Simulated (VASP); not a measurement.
Input of a VASP 6.6.1 run:

The input INCAR:

```
ALGO = Fast
EDIFF = 1E-7
ENCUT = 520
GGA = PS
ISIF = 2
ISMEAR = 0
LASPH = True
LCHARG = False
LREAL = False
LWAVE = False
NBANDS = 12
NELM = 100
PREC = Accurate
SIGMA = 0.15
```

KPOINTS

```
k-points
0
Gamma
  20 20 20
```

Contents of POSCAR:

```
Ag
1.0
    0.0000000000      2.3495650000      2.0431000000
    2.3495650000      0.0000000000      2.0431000000
    2.3495650000      2.3495650000      0.0000000000
Ag
1
Direct
    0.0000000000      0.0000000000      0.0000000000
```

Potentials or basis: VASP PAW PBE potentials, release 64 (Ag).

Command:

```bash
$ cat potpaw_PBE.64/Ag/POTCAR > POTCAR
$ mpirun -np 1 vasp_std > vasp.out
```

Task: Estimate the pressure.

Result: -14.8 GPa.

Stress tensor (GPa, compression positive):
```
-15.03   0.00   0.00
  0.00 -15.03   0.00
  0.00   0.00 -14.28
```

Caveat: the cell differs from its parent crystal (strain +0.1500 x Voigt [1, 1, 0, 0, 0, 0]); the PAW data sets were made with another functional, which shifts forces and pressure a little.
